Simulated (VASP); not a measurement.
Crystal: AlN.

```xyz
4
Lattice="3.1286 0.0000 0.0000 -1.5643 2.7094 0.0000 0.0000 0.0000 5.0170" Properties=species:S:1:pos:R:3 pbc="T T T"
Al    1.5643    0.9031    2.5049
Al    0.0000    1.8063    5.0134
N     1.5643    0.9031    4.4185
N     0.0000    1.8063    1.9100
```

| Item | Value |
| --- | --- |
| Program | VASP 6.6.1 |
| Task | relaxation of cell and atoms |
| Functional | LDA |
| Potentials or basis | VASP PAW LDA potentials, release 64 (Al, N) |
| Cutoff | 600 eV |
| k mesh | 9 × 9 × 4 |
| Occupations | gaussian, width 0.02 eV |
| Spin | no spin polarisation |

At the start: pressure -7.4 GPa; volume 10.63 Å³/atom.

Question: Where does the relaxation end?

Answer: Over 8 steps the energy falls by 9.5 meV/atom and the volume is 10.24 Å³/atom (-3.7 %); space group P6_3mc (No. 186, to 0.1 Å) before and after.

Step by step:
| step | energy change (eV) | largest force (eV/Å) | pressure (GPa) | volume (Å³) |
| --- | --- | --- | --- | --- |
| 1 | 0.0000 | 0.0034 | -7.44 | 42.53 |
| 2 | -0.0050 | 0.0242 | 7.79 | 39.56 |
| 3 | -0.0378 | 0.0107 | -0.04 | 40.96 |
| 4 | -0.0378 | 0.0110 | 0.11 | 40.93 |
| 5 | -0.0379 | 0.0149 | 0.12 | 40.92 |
| 6 | -0.0379 | 0.0169 | 0.12 | 40.92 |
| 7 | -0.0379 | 0.0085 | -0.12 | 40.96 |
| 8 | -0.0379 | 0.0016 | -0.02 | 40.95 |

Final structure:
```
CELL_PARAMETERS angstrom
3.09120 0.00000 0.00000
-1.54560 2.67706 0.00000
0.00000 0.00000 4.94799
ATOMIC_POSITIONS crystal
Al 0.66667 0.33333 0.49904
Al 0.33333 0.66667 0.99904
N 0.66667 0.33333 0.88096
N 0.33333 0.66667 0.38096
```
